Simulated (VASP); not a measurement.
# PbS in VASP: notebook

PbS is run at these levels: PBEsol; tasks: single point.

Everything below comes from runs of VASP 6.6.1. Logs are shortened: lines on timing, memory, paths and dates and some standing lists are left out, and cuts for length are marked.

### Step 1. The cell of the first run

It takes space group Pm-3m (No. 221, cubic). Conventional cell: a = 3.603 Å, b = 3.603 Å, c = 3.603 Å, α = 90.00°, β = 90.00°, γ = 90.00°. Within 4.1 Å of Pb (site symmetry m-3m) lie 8 S at 3.12 Å and 6 Pb at 3.60 Å. Within 4.1 Å of S (site symmetry m-3m) lie 8 Pb at 3.12 Å and 6 S at 3.60 Å.

### Step 2. Single point, PBEsol (volume scaled by 1.020)

INCAR

```
ALGO     = Normal         # electronic algorithm
EDIFF    = 1E-6           # SCF threshold, eV
ENCUT    = 520            # plane-wave cutoff, eV
GGA      = PS             # functional
ISIF     = 2              # what is computed and relaxed
ISMEAR   = 0              # smearing method
LASPH    = True           # aspherical terms in the spheres
LCHARG   = False          # write CHGCAR
LREAL    = False          # projectors in reciprocal space
LWAVE    = False          # write WAVECAR
NBANDS   = 17             # bands
NELM     = 60             # most SCF steps
PREC     = Accurate       # precision mode
SIGMA    = 0.05           # smearing width, eV
```

KPOINTS

```
k-points
0
Gamma
  8 8 8
```

POSCAR

```
PbS
1.0
    3.6027214824      0.0000000000      0.0000000000
    0.0000000000      3.6027214824      0.0000000000
    0.0000000000      0.0000000000      3.6027214824
Pb S
1 1
Direct
    0.0000000000      0.0000000000      0.0000000000
    0.5000000000      0.5000000000      0.5000000000
```

Potentials or basis: VASP PAW PBE potentials, release 64 (Pb_d, S).

Launch:

```console
$ cat potpaw_PBE.64/Pb_d/POTCAR potpaw_PBE.64/S/POTCAR > POTCAR
$ mpirun -np 1 vasp_std > vasp.out
```

OUTCAR:

```text
EDIFF = 1E-6
   ENCUT = 520
   GGA = PS
   ISIF = 2
   ISMEAR = 0
   LASPH = True
   LREAL = False
   NELM = 60
   PREC = Accurate

 ion  position               nearest neighbor table
   1  0.000  0.000  0.000-   2 3.12   2 3.12   2 3.12   2 3.12   2 3.12   2 3.12   2 3.12   2 3.12

   2  0.500  0.500  0.500-   1 3.12   1 3.12   1 3.12   1 3.12   1 3.12   1 3.12   1 3.12   1 3.12

  LATTYP: Found a simple cubic cell.
 ALAT       =     3.6027214824

  Lattice vectors:

 A1 = (   3.6027214824,   0.0000000000,   0.0000000000)
 A2 = (   0.0000000000,   3.6027214824,   0.0000000000)
 A3 = (   0.0000000000,   0.0000000000,   3.6027214824)

Analysis of symmetry for initial positions (statically):
=====================================================================
 Subroutine PRICEL returns:
 Original cell was already a primitive cell.

 Routine SETGRP: Setting up the symmetry group for a
 simple cubic supercell.

 Subroutine GETGRP returns: Found 48 space group operations
 (whereof 48 operations were pure point group operations)
 out of a pool of 48 trial point group operations.

The static configuration has the point symmetry O_h .

Analysis of symmetry for dynamics (positions and initial velocities):
=====================================================================
 Subroutine PRICEL returns:
 Original cell was already a primitive cell.

 Routine SETGRP: Setting up the symmetry group for a
 simple cubic supercell.

 Subroutine GETGRP returns: Found 48 space group operations
 (whereof 48 operations were pure point group operations)
 out of a pool of 48 trial point group operations.

The dynamic configuration has the point symmetry O_h .

 Subroutine INISYM returns: Found 48 space group operations
 (whereof 48 operations are pure point group operations),
 and found     1 'primitive' translations

----------------------------------------------------------------------------------------

                                     Primitive cell

  volume of cell :      46.7619

  direct lattice vectors                    reciprocal lattice vectors
     3.602721482  0.000000000  0.000000000     0.277567945  0.000000000  0.000000000
     0.000000000  3.602721482  0.000000000     0.000000000  0.277567945  0.000000000
     0.000000000  0.000000000  3.602721482     0.000000000  0.000000000  0.277567945

  length of vectors
     3.602721482  3.602721482  3.602721482     0.277567945  0.277567945  0.277567945

  position of ions in fractional coordinates (direct lattice)
     0.000000000  0.000000000  0.000000000
     0.500000000  0.500000000  0.500000000

  ion indices of the primitive-cell ions
   primitive index   ion index
                 1           1
                 2           2

----------------------------------------------------------------------------------------

 KPOINTS: k-points

Automatic generation of k-mesh.
 Grid dimensions read from file:
 generate k-points for:    8    8    8

 Generating k-lattice:

  Cartesian coordinates                     Fractional coordinates (reciprocal lattice)
     0.034695993  0.000000000  0.000000000     0.125000000  0.000000000  0.000000000
     0.000000000  0.034695993  0.000000000     0.000000000  0.125000000  0.000000000
     0.000000000  0.000000000  0.034695993     0.000000000  0.000000000  0.125000000

  Length of vectors
     0.034695993  0.034695993  0.034695993

  Shift w.r.t. Gamma in fractional coordinates (k-lattice)
     0.000000000  0.000000000  0.000000000

 Subroutine IBZKPT returns following result:
 ===========================================

 Found     35 irreducible k-points:

 Following reciprocal coordinates:
            Coordinates               Weight
  0.000000  0.000000  0.000000      1.000000
  0.125000  0.000000  0.000000      6.000000
  0.250000  0.000000  0.000000      6.000000
  0.375000  0.000000  0.000000      6.000000
  0.500000  0.000000  0.000000      3.000000
  0.125000  0.125000  0.000000     12.000000
[... 16 lines left out ...]
  0.375000  0.375000  0.125000     24.000000
  0.500000  0.375000  0.125000     24.000000
 [... further k-points ...]
   k-points           NKPTS =     35   k-points in BZ     NKDIM =     35   number of bands    NBANDS=     17
   number of dos      NEDOS =    301   number of ions     NIONS =      2
   total plane-waves  NPLWV =  21952
   dimension x,y,z NGX =    28 NGY =   28 NGZ =   28
   dimension x,y,z NGXF=    56 NGYF=   56 NGZF=   56
   ions per type =               1   1
   NGX,Y,Z   is equivalent  to a cutoff of  12.92, 12.92, 12.92 a.u.
   NGXF,Y,Z  is equivalent  to a cutoff of  25.84, 25.84, 25.84 a.u.
 SYSTEM =  unknown system
   PREC   = accura    normal or accurate (medium, high low for compatibility)
   ISTART =      0    job   : 0-new  1-cont  2-samecut
   ICHARG =      2    charge: 1-file 2-atom 10-const
   ISPIN  =      1    spin polarized calculation?
   LNONCOLLINEAR =      F non collinear calculations
   LSORBIT =      F    spin-orbit coupling
   LASPH  =      T    aspherical Exc in radial PAW
   ENCUT  =  520.0 eV  38.22 Ry    6.18 a.u.   6.70  6.70  6.70*2*pi/ulx,y,z
   NELM   =     60;   NELMIN=  2; NELMDL= -5     # of ELM steps
   EDIFF  = 0.1E-05   stopping-criterion for ELM
   LREAL  =      F    real-space projection
   EDIFFG = 0.1E-04   stopping-criterion for IOM
   NSW    =      0    number of steps for IOM
   IBRION =     -1    ionic relax: 0-MD 1-quasi-New 2-CG
   NFREE  =      0    steps in history (QN), initial steepest desc. (CG)
   ISIF   =      2    stress and relaxation
   ISYM   =      2    0-nonsym 1-usesym 2-fastsym
   POTIM  = 0.5000    time-step for ionic-motion
   TEBEG  =    0.0;   TEEND  =   0.0 temperature during run
   PSTRESS=    0.0 pullay stress
   NELECT =      20.0000    total number of electrons
   NUPDOWN=      -1.0000    fix difference up-down
   EMIN   =  10.00;   EMAX   =-10.00  energy-range for DOS
   EFERMI =   0.00;   METHOD = LEGACY
   ISMEAR =     0;   SIGMA  =   0.05  broadening in eV -4-tet -1-fermi 0-gaus
   EFERMI_NEDOS =   21; number of points for ismear=-14 and -15
   IALGO  =     38    algorithm
   IMIX   =      4    mixing-type and parameters
     AMIX     =   0.40;   BMIX     =  1.00
     AMIX_MAG =   1.60;   BMIX_MAG =  1.00
  volume/ion in A,a.u.               =      23.38       157.78
  Fermi-wavevector in a.u.,A,eV,Ry     =   1.233448  2.330879 20.699818  1.521394
  Thomas-Fermi vector in A             =   2.368178
   LORBIT       =      0    0 simple, 1 ext, 2 COOP (PROOUT), +10 PAW based schemes
   GGA     = PS    functional components
   LHFCALC =     F    Hartree Fock is set to
   AEXX    =    0.0000 exact exchange contribution
   IVDW    =     0    specifies the selected vdW correction
   LEPSILON=     F    determine dielectric tensor
   LRPA    =     F    only Hartree local field effects (RPA)
 non-spin polarized calculation
 Gauss-broadening in eV      SIGMA  =   0.05
  energy-cutoff  :      520.00
  volume of cell :       46.76
 maximum number of plane-waves:      1328
 NGX is ok and might be reduce to    28
   NGX = 13   NGY = 13   NGZ = 13

 number of electron      19.9999998 magnetization

 Free energy of the ion-electron system (eV)
  ---------------------------------------------------
  ext. energy  EPLUGINS =         0.00000000
  ---------------------------------------------------
  free energy    TOTEN  =        -9.01975941 eV

  energy without entropy =       -9.01828936  energy(sigma->0) =       -9.01902438

 E-fermi :   6.4503     XC(G=0): -10.5574

 val. band max:        6.4480556015   @ k =   0.5000   0.0000   0.0000
 cond. band min:       6.4561221643   @ k =   0.2500   0.1250   0.1250
 fundamental gap:      0.0080665628
 Fermi energy:         6.4502743103

 k-point     1 :       0.0000    0.0000    0.0000
  band No.  band energies     occupation
      1     -10.3365      2.00000
      2     -10.3365      2.00000
      3     -10.0950      2.00000
      4     -10.0950      2.00000
      5     -10.0950      2.00000
      6      -6.9851      2.00000
[... 9 lines left out ...]
     16      19.3795      0.00000
     17      19.3805      0.00000

 k-point     2 :       0.1250    0.0000    0.0000
  band No.  band energies     occupation
      1     -10.3347      2.00000
      2     -10.3099      2.00000
      3     -10.1053      2.00000
      4     -10.1053      2.00000
      5     -10.0940      2.00000
      6      -6.8434      2.00000
[... 9 lines left out ...]
     16      19.1564      0.00000
     17      19.1658      0.00000

 k-point     3 :       0.2500    0.0000    0.0000
  band No.  band energies     occupation
      1     -10.3303      2.00000
      2     -10.2461      2.00000
      3     -10.1299      2.00000
      4     -10.1299      2.00000
      5     -10.0916      2.00000
      6      -6.4409      2.00000
[... 9 lines left out ...]
     16      17.7313      0.00000
     17      19.3367      0.00000

 k-point     4 :       0.3750    0.0000    0.0000
  band No.  band energies     occupation
      1     -10.3259      2.00000
      2     -10.1830      2.00000
      3     -10.1543      2.00000
      4     -10.1543      2.00000
      5     -10.0892      2.00000
      6      -5.8881      2.00000
[... 9 lines left out ...]
     16      17.9048      0.00000
     17      19.2980      0.00000
[... 343 lines left out ...]
      1     -10.2413      2.00000
      2     -10.2369      2.00000
      3     -10.1744      2.00000
      4     -10.1321      2.00000
      5     -10.1027      2.00000
      6      -5.0853      2.00000
[... 9 lines left out ...]
     16      16.5975      0.00000
     17      19.1575      0.00000

 k-point    23 :       0.3750    0.3750    0.1250
  band No.  band energies     occupation
      1     -10.2664      2.00000
      2     -10.2210      2.00000
      3     -10.1594      2.00000
      4     -10.1566      2.00000
      5     -10.0791      2.00000
      6      -4.9656      2.00000
[... 9 lines left out ...]
     16      16.8448      0.00000
     17      18.9806      0.00000

 k-point    24 :       0.5000    0.3750    0.1250
  band No.  band energies     occupation
      1     -10.2843      2.00000
      2     -10.2148      2.00000
      3     -10.1680      2.00000
      4     -10.1555      2.00000
      5     -10.0549      2.00000
      6      -4.7891      2.00000
[... 9 lines left out ...]
     16      16.9027      0.00000
     17      19.1196      0.00000

 [... further k-points ...]

------------------------ aborting loop because EDIFF is reached ----------------------------------------

  FORCE on cell =-STRESS in cart. coord.  units (eV):
  Direction    XX          YY          ZZ          XY          YZ          ZX
  --------------------------------------------------------------------------------------
  -------------------------------------------------------------------------------------
  Total       -0.3803008     -0.3803008     -0.3803008     -0.0000000      0.0000000     -0.0000000
  in kB      -13.0300414    -13.0300414    -13.0300414     -0.0000000      0.0000000     -0.0000000
  external PRESSURE =     -13.0300414 kB  Pullay stress =       0.0000000 kB

 VOLUME and BASIS-vectors are now :
 -----------------------------------------------------------------------------
  energy-cutoff  :      520.00
  volume of cell :       46.76
      direct lattice vectors                 reciprocal lattice vectors
     3.602721482  0.000000000  0.000000000     0.277567945  0.000000000  0.000000000
     0.000000000  3.602721482  0.000000000     0.000000000  0.277567945  0.000000000
     0.000000000  0.000000000  3.602721482     0.000000000  0.000000000  0.277567945

 POSITION                                       TOTAL-FORCE (eV/Angst)
 -----------------------------------------------------------------------------------
      0.00000      0.00000      0.00000         0.000000      0.000000      0.000000
      1.80136      1.80136      1.80136         0.000000      0.000000      0.000000
 -----------------------------------------------------------------------------------
    total drift:                               -0.000000      0.000000      0.000000

  FREE ENERGIE OF THE ION-ELECTRON SYSTEM (eV)
  ---------------------------------------------------
  free  energy   TOTEN  =        -9.0197594092 eV

  energy  without entropy=       -9.0182893574  energy(sigma->0) =       -9.01902438
```

It took 9.8 s on 1 thread of Intel Xeon 6975P-C (Granite Rapids), shared host; peak memory 0.16 GiB.

Results:

- Free energy: -9.0198 eV
- Pressure: -1.3 GPa
- Band gap on the k mesh: zero (band 10 reaches 6.46 eV, above the bottom of band 11 at 5.81 eV)

Caveat: the PAW data sets were made with another functional, which shifts forces and pressure a little; spin-orbit coupling is left out, which moves the levels of the heavy elements.

[end of part 1 of 2]
